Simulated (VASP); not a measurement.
A run of VASP 6.6.1 is set up as follows.

The input INCAR:

```
SYSTEM = Al15GeO24
PREC = Accurate ; ENCUT = 520
EDIFF = 1E-6 ; ISMEAR = 0
SIGMA = 0.01 ; LREAL = Auto
LASPH = .True. ; NELM = 100
ALGO = Normal ; ISIF = 2
LWAVE = .False. ; LCHARG = .True.
GGA = PE ; LELF = .True.
LVHAR = .True. ; NBANDS = 128
NELECT = 202.0
```

The input KPOINTS:

```
Automatic mesh
0
Gamma
  1 1 1
  0.25 0.25 0.25
```

The input POSCAR:

```
Al15GeO24
1.0
    2.4039417600      1.3879164200      4.3742070900
   -4.8078835200      2.7758328500      8.7484141900
    0.0000000000     -5.5516656900      8.7484141900
Al Ge O
15 1 24
Direct
    0.6501236098      0.3234754679      0.3184978263
    0.1474104427      0.0737848208      0.0740548555
    0.3557109074      0.1743412180      0.1751107439
    0.6490514739      0.3224147563      0.8267258226
    0.8551215382      0.4257486883      0.9255001844
    0.1517622405      0.0696237233      0.5756507284
    0.3488695252      0.1752386121      0.6802468108
    0.6428874961      0.8275350933      0.3247304708
    0.8534918562      0.9268662558      0.4251966310
    0.1542495367      0.5772156190      0.0663718664
    0.3571184385      0.6793796766      0.1717717628
    0.6482521724      0.8248458607      0.8228736396
    0.8501984000      0.9276035178      0.9263814714
    0.1355102528      0.5772351241      0.5760454702
    0.3482560858      0.6792823010      0.6756336123
    0.8498326920      0.4273332656      0.4251158831
    0.4427478497      0.0292829692      0.3747724855
    0.9440507597      0.1255097011      0.2773150993
    0.0536785259      0.3779202493      0.2202152889
    0.7500962118      0.2228137658      0.0277629453
    0.2494247966      0.2793013533      0.4690092305
    0.5534802016      0.4737986466      0.1238426456
    0.4440262856      0.0282235381      0.8754325624
    0.9446546186      0.1261550161      0.7762549252
    0.0567690298      0.3754726244      0.7205714528
    0.7513986045      0.2226701270      0.5255574013
    0.2501513320      0.2786268845      0.9725134596
    0.5564872575      0.4700674842      0.6246305967
    0.4410010864      0.5278565201      0.3756236857
    0.9405856752      0.6256520229      0.2783351083
    0.0556261985      0.8744164650      0.2221297515
    0.7524861792      0.7225340584      0.0268183013
    0.2496255621      0.7772539529      0.4722827223
    0.5556938454      0.9720681334      0.1254237582
    0.4465805235      0.5284437306      0.8718087059
    0.9454032753      0.6250682004      0.7769867867
    0.0544299989      0.8756910859      0.7221834747
    0.7461043046      0.7232917661      0.5275589151
    0.2496278521      0.7784233275      0.9720612378
    0.5558483989      0.9749797417      0.6234186344
```

Potentials or basis: VASP PAW PBE potentials, release 64 (Al, Ge_d, O).

Command:

```console
$ cat potpaw_PBE.64/Al/POTCAR potpaw_PBE.64/Ge_d/POTCAR potpaw_PBE.64/O/POTCAR > POTCAR
$ mpirun -np 1 vasp_std > vasp.out
```

Q: Predict the largest force.

A: 0.042 eV/Å.

Forces in eV/Å, atoms in the order of the input:
```
Al  -0.006  0.000 -0.027
Al   0.005  0.003 -0.012
Al   0.011  0.010  0.001
Al   0.006 -0.009 -0.010
Al   0.003  0.005  0.008
Al   0.006 -0.011 -0.006
Al  -0.003 -0.010 -0.002
Al   0.004 -0.002 -0.012
Al   0.013  0.005  0.007
Al  -0.003  0.002 -0.008
Al  -0.007 -0.003  0.011
Al  -0.009  0.004  0.000
Al  -0.005  0.002  0.008
Al  -0.005  0.003 -0.012
Al   0.002  0.007  0.010
Ge  -0.006 -0.012  0.040
O   -0.015  0.006  0.002
O    0.008  0.001  0.004
O   -0.003  0.009  0.009
O    0.000 -0.006  0.007
O   -0.006  0.001  0.007
O   -0.003 -0.007  0.003
O    0.003 -0.002 -0.001
O   -0.013  0.005 -0.003
O    0.003  0.013  0.001
O    0.003  0.007 -0.003
O   -0.007  0.000  0.002
O    0.006  0.010  0.004
O   -0.005 -0.004 -0.006
O    0.004 -0.012 -0.011
O   -0.007 -0.004  0.002
O    0.007  0.002 -0.003
O    0.007  0.001  0.003
O   -0.001  0.000  0.003
O    0.005  0.004 -0.004
O    0.006 -0.005  0.000
O    0.006 -0.006 -0.003
O   -0.007 -0.005 -0.015
O    0.003 -0.005 -0.003
O    0.000  0.005  0.008
```

Caveat: the k points lie up to 1.22 Å⁻¹ apart, too coarse for converged energies, forces and pressures; the cell carries a net charge on a neutralising background, which shifts energy and pressure.
